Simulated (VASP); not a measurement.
# Al (P6_3/mmc) in VASP: further runs, part 2 of 2

VASP 6.6.1. Earlier steps stand in the parts before.

### Step 3. Single point, PBE

File INCAR:

```
SYSTEM = Al
ALGO = Normal
EDIFF = 1E-7
ENCUT = 520
GGA = PE
ISIF = 2
ISMEAR = -1
LASPH = .TRUE.
LCHARG = .TRUE.
LELF = .TRUE.
LREAL = .FALSE.
LVHAR = .TRUE.
LWAVE = .FALSE.
NBANDS = 10
NELM = 100
PREC = Accurate
SIGMA = 0.1
```

File KPOINTS:

```
k-points
0
G
  17 17 9
  0 0 0
```

File POSCAR:

```
Al
1.0
    2.5517010014      0.0000000000      0.0000000000
   -1.2758505007      2.2098378901      0.0000000000
    0.0000000000      0.0000000000      4.1785514625
Al
2
Direct
    0.3333333333      0.6666666667      0.2500000000
    0.6666666667      0.3333333333      0.7500000000
```

Potentials or basis: VASP PAW PBE potentials, release 64 (Al).

On the command line:

```console
$ cat potpaw_PBE.64/Al/POTCAR > POTCAR
$ mpirun -np 1 vasp_std > vasp.out
```

OUTCAR:

```text
SYSTEM = Al
   EDIFF = 1E-7
   ENCUT = 520
   GGA = PE
   ISIF = 2
   ISMEAR = -1
   LASPH = .TRUE.
   LREAL = .FALSE.
   NELM = 100
   PREC = Accurate

 ion  position               nearest neighbor table
   1  0.333  0.667  0.250-   2 2.56   2 2.56   2 2.56   2 2.56   2 2.56   2 2.56
   2  0.667  0.333  0.750-   1 2.56   1 2.56   1 2.56   1 2.56   1 2.56   1 2.56

  LATTYP: Found a hexagonal cell.
 ALAT       =     2.5517010014
 C/A-ratio  =     1.6375552858

  Lattice vectors:

 A1 = (   2.5517010014,   0.0000000000,   0.0000000000)
 A2 = (  -1.2758505007,   2.2098378901,   0.0000000000)
 A3 = (   0.0000000000,   0.0000000000,   4.1785514625)

Analysis of symmetry for initial positions (statically):
=====================================================================
 Subroutine PRICEL returns:
 Original cell was already a primitive cell.

 Routine SETGRP: Setting up the symmetry group for a
 hexagonal supercell.

 Subroutine GETGRP returns: Found 24 space group operations
 (whereof 12 operations were pure point group operations)
 out of a pool of 24 trial point group operations.

The static configuration has the point symmetry D_3d.
 The point group associated with its full space group is D_6h.

Analysis of symmetry for dynamics (positions and initial velocities):
=====================================================================
 Subroutine PRICEL returns:
 Original cell was already a primitive cell.

 Routine SETGRP: Setting up the symmetry group for a
 hexagonal supercell.

 Subroutine GETGRP returns: Found 24 space group operations
 (whereof 12 operations were pure point group operations)
 out of a pool of 24 trial point group operations.

The dynamic configuration has the point symmetry D_3d.
 The point group associated with its full space group is D_6h.

 Subroutine INISYM returns: Found 24 space group operations
 (whereof 12 operations are pure point group operations),
 and found     1 'primitive' translations

[... 115 lines left out ...]
  volume/ion in A,a.u.               =      11.78        79.50
  Fermi-wavevector in a.u.,A,eV,Ry     =   1.037656  1.960885 14.649791  1.076729
  Thomas-Fermi vector in A             =   2.172104
   LORBIT       =      0    0 simple, 1 ext, 2 COOP (PROOUT), +10 PAW based schemes
   GGA     = PE    functional components
   LHFCALC =     F    Hartree Fock is set to
   AEXX    =    0.0000 exact exchange contribution
   IVDW    =     0    specifies the selected vdW correction
   LEPSILON=     F    determine dielectric tensor
   LRPA    =     F    only Hartree local field effects (RPA)
 non-spin polarized calculation
  energy-cutoff  :      520.00
  volume of cell :       23.56
 maximum number of plane-waves:       646
 NGX is ok and might be reduce to    20
   NGX =  9   NGY =  9   NGZ = 15

 number of electron       6.0000000 magnetization

 Free energy of the ion-electron system (eV)
  ---------------------------------------------------
  ext. energy  EPLUGINS =         0.00000000
  ---------------------------------------------------
  free energy    TOTEN  =        -6.22705770 eV

  energy without entropy =       -6.20577807  energy(sigma->0) =       -6.21641788

 E-fermi :  12.0127     XC(G=0): -11.4857

 val. band max:       12.0000739579   @ k =   0.3529   0.1765   0.0000
 cond. band min:      12.0261193747   @ k =   0.2353   0.2353   0.3333
 fundamental gap:      0.0260454168
 Fermi energy:        12.0127445750

 k-point     1 :       0.0000    0.0000    0.0000
  band No.  band energies     occupation
      1      -1.6648      2.00000
      2       5.9758      2.00000
      3       7.0634      2.00000
      4      24.9867      0.00000
      5      24.9867      0.00000
      6      25.6396      0.00000
      7      25.6396      0.00000
      8      25.9279      0.00000
      9      29.7897      0.00000
     10      30.9638      0.00000
[... 287 lines left out ...]
 k-point    24 :       0.1765    0.1765    0.0000
  band No.  band energies     occupation
      1       1.1186      2.00000
      2       8.5102      2.00000
      3       9.4523      2.00000
      4      14.1404      0.00000
      5      15.4147      0.00000
      6      20.9725      0.00000
      7      21.9964      0.00000
      8      22.5269      0.00000
      9      24.1977      0.00000
     10      28.3866      0.00000

 [... further k-points ...]
[... 5 lines left out ...]
  --------------------------------------------------------------------------------------
  -------------------------------------------------------------------------------------
  Total        7.9784153      7.9784153      7.9772619      0.0000000     -0.0000000     -0.0000000
  in kB      542.5143947    542.5143947    542.4359634      0.0000000     -0.0000000     -0.0000000
  external PRESSURE =     542.4882509 kB  Pullay stress =       0.0000000 kB

 VOLUME and BASIS-vectors are now :
 -----------------------------------------------------------------------------
  energy-cutoff  :      520.00
  volume of cell :       23.56
      direct lattice vectors                 reciprocal lattice vectors
     2.551701001  0.000000000  0.000000000     0.391895445  0.226260941  0.000000000
    -1.275850501  2.209837890  0.000000000     0.000000000  0.452521882  0.000000000
     0.000000000  0.000000000  4.178551462     0.000000000  0.000000000  0.239317383

 POSITION                                       TOTAL-FORCE (eV/Angst)
 -----------------------------------------------------------------------------------
     -0.00000      1.47323      1.04464         0.000000      0.000000      0.000000
      1.27585      0.73661      3.13391        -0.000000     -0.000000      0.000000
 -----------------------------------------------------------------------------------
    total drift:                                0.000000     -0.000000     -0.000000

  FREE ENERGIE OF THE ION-ELECTRON SYSTEM (eV)
  ---------------------------------------------------
  free  energy   TOTEN  =        -6.2270576955 eV

  energy  without entropy=       -6.2057780723  energy(sigma->0) =       -6.21641788
```

OSZICAR:

```text
N       E                     dE             d eps       ncg     rms          rms(c)
DAV:   1     0.243428999907E+01    0.24343E+01   -0.25330E+03  3300   0.493E+02
DAV:   2    -0.615253917363E+01   -0.85868E+01   -0.83284E+01  4428   0.631E+01
DAV:   3    -0.631339874763E+01   -0.16086E+00   -0.15996E+00  4208   0.684E+00
DAV:   4    -0.631392557259E+01   -0.52682E-03   -0.52679E-03  3990   0.454E-01
DAV:   5    -0.631392916146E+01   -0.35889E-05   -0.35899E-05  3982   0.371E-02    0.300E+00
DAV:   6    -0.626202294447E+01    0.51906E-01   -0.14238E-03  3636   0.217E-01    0.173E+00
DAV:   7    -0.622723565138E+01    0.34787E-01   -0.50037E-03  3480   0.377E-01    0.286E-01
DAV:   8    -0.622714567978E+01    0.89972E-04   -0.15531E-04  4240   0.740E-02    0.296E-01
DAV:   9    -0.622705734052E+01    0.88339E-04   -0.24922E-05  3816   0.297E-02    0.128E-02
DAV:  10    -0.622705749590E+01   -0.15538E-06   -0.59263E-07  4022   0.537E-03    0.293E-03
DAV:  11    -0.622705768188E+01   -0.18598E-06   -0.30019E-08  2058   0.957E-04    0.109E-03
DAV:  12    -0.622705769552E+01   -0.13647E-07   -0.13907E-09  1842   0.280E-04
   1 F= -.62270577E+01 E0= -.62164179E+01  d E =-.212796E-01
```

stdout:

```text
POSCAR found type information on POSCAR Al
 POSCAR found :  1 types and       2 ions
 scaLAPACK will be used
 LDA part: xc-table for (Slater+PW92), standard interpolation
 POSCAR, INCAR and KPOINTS ok, starting setup
 FFT: planning ... GRIDC
 FFT: planning ... GRID_SOFT
 FFT: planning ... GRID
 WAVECAR not read
 entering main loop
```

Run time: 20 s. Hardware: 1 thread of Intel Xeon 6975P-C, shared host; peak memory 0.15 GiB.

What came out:

```
Free energy            : -6.2271 eV
Pressure               : 54.2 GPa
Band gap on the k mesh : zero (band 3 reaches 15.81 eV, above the bottom of band 4 at 8.64 eV)
```

Levels at points of the mesh, in eV from the Fermi level:
```
           k point  band 1  band 2  band 3  band 4  band 5  band 6  band 7  band 8
(0.00, 0.00, 0.00)  -13.68   -6.04   -4.95   12.97   12.97   13.63   13.63   13.92
```

### Step 4. Relaxation of cell and atoms, PBE, target pressure 54 GPa, at which the enthalpy is minimised

File INCAR:

```
  ALGO = Normal
  EDIFF = 1E-6
  EDIFFG = -0.005
  ENCUT = 600
  GGA = PE
  IBRION = 2
  ISIF = 3
  ISMEAR = -1
  LASPH = True
  LCHARG = False
  LREAL = False
  LWAVE = False
  NELM = 60
  NSW = 60
  PREC = Accurate
  PSTRESS = 540.0
  SIGMA = 0.1
```

File KPOINTS:

```
k-points
0
Gamma
  17 17 9
```

File POSCAR:

```
Al
1.0
    2.5631187844      0.0000000000      0.0000000000
   -1.2815593922      2.2197259802      0.0000000000
    0.0000000000      0.0000000000      4.1522524308
Al
2
Direct
    0.3333333333      0.6666666667      0.2500000000
    0.6666666667      0.3333333333      0.7500000000
```

On the command line:

```console
$ cat potpaw_PBE.64/Al/POTCAR > POTCAR
$ mpirun -np 1 vasp_std > vasp.out
```

Run time: 36 s. Hardware: 1 thread of Intel Xeon Platinum 8559C (Emerald Rapids), shared host; peak memory 0.15 GiB.

It converged, with:

| Quantity | Value |
| --- | --- |
| Free energy | -6.2343 eV |
| Relaxed volume | 11.79 Å³/atom |
| Relaxed cell | a = 2.552 Å, b = 2.552 Å, c = 4.180 Å, α = 90.00°, β = 90.00°, γ = 120.00° |
| Space group after relaxing (to 0.05 Å) | P6_3/mmc (No. 194) |
| Energy change on relaxing (the enthalpy is what falls) | +6.0 meV/atom |
| Ionic steps | 5 |
| Pressure after relaxing | 54.0 GPa |
| Band gap on the k mesh | zero (band 3 reaches 15.80 eV, above the bottom of band 4 at 8.63 eV) |

The path:
```csv
step,energy change (eV),largest force (eV/Å),pressure (GPa),volume (Å³)
1,0.0000,0.0000,53.55,23.62
2,0.0372,0.0000,54.86,23.51
3,0.0300,0.0000,54.61,23.53
4,-0.0138,0.0000,53.13,23.66
5,0.0121,0.0000,54.01,23.58
```

Final structure:
```
Al
1.0
     2.55248    0.00000    0.00000
    -1.27624    2.21052    0.00000
     0.00000    0.00000    4.17963
Al
2
Direct
  0.33333 0.66667 0.25000
  0.66667 0.33333 0.75000
```

Levels at points of the mesh, in eV from the Fermi level:
| k point | band 1 | band 2 | band 3 | band 4 | band 5 | band 6 |
| --- | --- | --- | --- | --- | --- | --- |
| (0.00, 0.00, 0.00) | -13.67 | -6.03 | -4.95 | 12.97 | 12.97 | 13.62 |

Caveat: the cell is relaxed towards a set pressure, so the enthalpy falls and the energy may rise.

### Step 5. Relaxation of cell and atoms, PBE, target pressure 54 GPa, at which the enthalpy is minimised

File INCAR:

```
SYSTEM = Al
PREC = Accurate
ENCUT = 600
EDIFF = 1E-6
ISMEAR = -1
SIGMA = 0.1
LREAL = .False.
LASPH = .True.
NELM = 80
ALGO = Normal
ISIF = 3
LWAVE = .False.
LCHARG = .False.
GGA = PE
IBRION = 2
NSW = 32
EDIFFG = -0.005
PSTRESS = 540.0
```

File KPOINTS:

```
regular mesh
0
Gamma
  17 17 9
  0 0 0
```

File POSCAR:

```
Al
1.0
    2.5524816512      0.0000000000      0.0000000000
   -1.2762408256      2.2105139527      0.0000000000
    0.0000000000      0.0000000000      4.1794888857
Al
2
Direct
    0.3333333333      0.6666666667      0.2500000000
    0.6666666667      0.3333333333      0.7500000000
```

Potentials or basis: VASP PAW PBE potentials, release 64 (Al).

On the command line:

```console
$ cat potpaw_PBE.64/Al/POTCAR > POTCAR
$ mpirun -np 1 vasp_std > vasp.out
```

OUTCAR:

```text
SYSTEM = Al
   PREC = Accurate
   ENCUT = 600
   EDIFF = 1E-6
   ISMEAR = -1
   LREAL = .False.
   LASPH = .True.
   NELM = 80
   ISIF = 3
   GGA = PE
   IBRION = 2
   NSW = 32
   EDIFFG = -0.005
   PSTRESS = 540.0

 ion  position               nearest neighbor table
   1  0.333  0.667  0.250-   2 2.56   2 2.56   2 2.56   2 2.56   2 2.56   2 2.56
   2  0.667  0.333  0.750-   1 2.56   1 2.56   1 2.56   1 2.56   1 2.56   1 2.56

  LATTYP: Found a hexagonal cell.
 ALAT       =     2.5524816512
 C/A-ratio  =     1.6374217161

  Lattice vectors:

 A1 = (   2.5524816512,   0.0000000000,   0.0000000000)
 A2 = (  -1.2762408256,   2.2105139527,   0.0000000000)
 A3 = (   0.0000000000,   0.0000000000,   4.1794888857)

Analysis of symmetry for initial positions (statically):
=====================================================================
 Subroutine PRICEL returns:
 Original cell was already a primitive cell.

 Routine SETGRP: Setting up the symmetry group for a
 hexagonal supercell.

 Subroutine GETGRP returns: Found 24 space group operations
 (whereof 12 operations were pure point group operations)
 out of a pool of 24 trial point group operations.

The static configuration has the point symmetry D_3d.
 The point group associated with its full space group is D_6h.

Analysis of symmetry for dynamics (positions and initial velocities):
=====================================================================
 Subroutine PRICEL returns:
 Original cell was already a primitive cell.

 Routine SETGRP: Setting up the symmetry group for a
 hexagonal supercell.

 Subroutine GETGRP returns: Found 24 space group operations
 (whereof 12 operations were pure point group operations)
 out of a pool of 24 trial point group operations.

The dynamic configuration has the point symmetry D_3d.
 The point group associated with its full space group is D_6h.

[... 114 lines left out ...]
   EFERMI_NEDOS =   21; number of points for ismear=-14 and -15
   IALGO  =     38    algorithm
   IMIX   =      4    mixing-type and parameters
     AMIX     =   0.40;   BMIX     =  1.00
     AMIX_MAG =   1.60;   BMIX_MAG =  1.00
  volume/ion in A,a.u.               =      11.79        79.57
  Fermi-wavevector in a.u.,A,eV,Ry     =   1.037367  1.960338 14.641628  1.076129
  Thomas-Fermi vector in A             =   2.171801
   LORBIT       =      0    0 simple, 1 ext, 2 COOP (PROOUT), +10 PAW based schemes
   GGA     = PE    functional components
   LHFCALC =     F    Hartree Fock is set to
   AEXX    =    0.0000 exact exchange contribution
   IVDW    =     0    specifies the selected vdW correction
   LEPSILON=     F    determine dielectric tensor
   LRPA    =     F    only Hartree local field effects (RPA)
 conjugate gradient relaxation of ions
 non-spin polarized calculation
  energy-cutoff  :      600.00
  volume of cell :       23.58
 maximum number of plane-waves:       803
   NGX = 11   NGY = 11   NGZ = 17

 number of electron       6.0000000 magnetization

 Free energy of the ion-electron system (eV)
  ---------------------------------------------------
  ext. energy  EPLUGINS =         0.00000000
  ---------------------------------------------------
  free energy    TOTEN  =        -6.23399955 eV

  energy without entropy =       -6.21271028  energy(sigma->0) =       -6.22335491

 E-fermi :  12.0016     XC(G=0): -11.4823

 val. band max:       11.9892933767   @ k =   0.3529   0.1765   0.0000
 cond. band min:      12.0151682685   @ k =   0.2353   0.2353   0.3333
 fundamental gap:      0.0258748918
 Fermi energy:        12.0015989529

 k-point     1 :       0.0000    0.0000    0.0000
  band No.  band energies     occupation
      1      -1.6694      2.00000
      2       5.9687      2.00000
      3       7.0545      2.00000
      4      24.9691      0.00000
      5      24.9691      0.00000
      6      25.6187      0.00000
      7      25.6187      0.00000
[... 221 lines left out ...]
 k-point    24 :       0.1765    0.1765    0.0000
  band No.  band energies     occupation
      1       1.1124      2.00000
      2       8.5019      2.00000
      3       9.4426      2.00000
      4      14.1281      0.00000
      5      15.3991      0.00000
      6      20.9571      0.00000
      7      21.9819      0.00000

 [... further k-points ...]
[... 5 lines left out ...]
  --------------------------------------------------------------------------------------
  -------------------------------------------------------------------------------------
  Total        7.9499990      7.9499990      7.9524066      0.0000000     -0.0000000      0.0000000
  in kB      540.1303659    540.1303659    540.2939400      0.0000000     -0.0000000      0.0000000
  external PRESSURE =       0.1848906 kB  Pullay stress =     540.0000000 kB

 VOLUME and BASIS-vectors are now :
 -----------------------------------------------------------------------------
  energy-cutoff  :      600.00
  volume of cell :       23.58
      direct lattice vectors                 reciprocal lattice vectors
     2.552481651  0.000000000  0.000000000     0.391775588  0.226191741  0.000000000
    -1.276240826  2.210513953  0.000000000     0.000000000  0.452383482  0.000000000
     0.000000000  0.000000000  4.179488886     0.000000000  0.000000000  0.239263706

 POSITION                                       TOTAL-FORCE (eV/Angst)
 -----------------------------------------------------------------------------------
     -0.00000      1.47368      1.04487         0.000000      0.000000      0.000000
      1.27624      0.73684      3.13462        -0.000000     -0.000000      0.000000
 -----------------------------------------------------------------------------------
    total drift:                                0.000000     -0.000000     -0.000000

  FREE ENERGIE OF THE ION-ELECTRON SYSTEM (eV)
  ---------------------------------------------------
  free  energy   TOTEN  =        -6.2339995465 eV

  energy  without entropy=       -6.2127102799  energy(sigma->0) =       -6.22335491

  enthalpy is  TOTEN    =         1.7140806663 eV   P V=        7.9480802127

 reached required accuracy - stopping structural energy minimisation
```

Run time: 19 s. Hardware: 1 thread of Intel Xeon Platinum 8559C (Emerald Rapids), shared host; peak memory 0.15 GiB.

What came out:

```yaml
Free_energy: -6.2340 eV
Pressure_after_relaxing: 54.0 GPa
Band_gap_on_the_k_mesh: zero (band 3 reaches 15.80 eV, above the bottom of band 4 at 8.63 eV)
```

Final structure:
```xyz
2
Lattice="2.5525 0.0000 0.0000 -1.2762 2.2105 0.0000 0.0000 0.0000 4.1795" Properties=species:S:1:pos:R:3 pbc="T T T"
Al    0.0000    1.4737    1.0449
Al    1.2762    0.7368    3.1346
```

Caveat: the relaxation stopped at its first step, so nothing moved; the cell is relaxed towards a set pressure, so the enthalpy falls and the energy may rise.

### Step 6. The runs side by side

```csv
task,cell,cutoff (eV),gap on the mesh (eV),pressure (GPa)
single point,"a = 2.552, b = 2.552, c = 4.179 Å, angles 90.0, 90.0, 120.0°, 2 atoms",520,none,54.2
relaxation of cell and atoms,"relaxed to 54 GPa from a = 2.563, b = 2.563, c = 4.152 Å, angles 90.0, 90.0, 120.0°, 2 atoms",600,none,54.0
relaxation of cell and atoms,"relaxed to 54 GPa from a = 2.552, b = 2.552, c = 4.179 Å, angles 90.0, 90.0, 120.0°, 2 atoms",600,none,54.0
```

Alike in all rows: level PBE; potentials or basis VASP PAW PBE potentials, release 64 (Al); no spin polarisation; k mesh 17 × 17 × 9; smearing fermi-dirac 0.1 eV.

Caveats: the cell is relaxed towards a set pressure, so the enthalpy falls and the energy may rise (some runs); the relaxation stopped at its first step, so nothing moved (some runs).

Absolute energies hang on the potentials; compare differences alone.
